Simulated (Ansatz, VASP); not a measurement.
## Al2Pt: VASP beside Ansatz

```
Al Pt
1.0
     2.97320   -2.97320    0.00000
     2.97320    0.00000   -2.97320
     8.54448    8.54448    8.54448
Al Pt
6 3
Direct
  0.66667 0.66667 0.28998
  0.00000 0.00000 0.05801
  0.33333 0.33333 0.52196
  0.66667 0.66667 0.63795
  0.00000 0.00000 0.40597
  0.33333 0.33333 0.17400
  0.00000 0.00000 0.57996
  0.33333 0.33333 0.34798
  0.66667 0.66667 0.11600
```

Alike in both runs: task single point; functional PBE; k mesh 13 × 13 × 5; occupations gaussian, width 0.15 eV; no spin polarisation.

```csv
,VASP,Ansatz
version,VASP 6.6.1,Ansatz 0.2.0
potentials or method,"VASP PAW PBE potentials, release 64 (Al, Pt), cutoff 520 eV","scalar-relativistic, plane waves, PAW"
valence electrons in the cell,48,72
```

```csv
,VASP,Ansatz,Ansatz less VASP
gap on the k mesh at the Fermi level (eV),none,none,-
pressure (GPa),-2.0,-1.9,+0.10
"traceless stress, the component that is largest in VASP (GPa)",-0.21,-0.21,-0.004
rms of the force components (eV/Å),0.202,0.201,-0.0008
```

Atom by atom the forces differ by 0.002 eV/Å (rms over components). A gap of «none» marks a metal or a gap that the smearing closes. With one functional, cell and mesh, what is left measures potentials, basis and numerics. VASP's potentials hold 48 valence electrons a cell and Ansatz's 72, so a difference there can come from the potentials and not from the codes.

Neither program's run includes spin-orbit coupling.
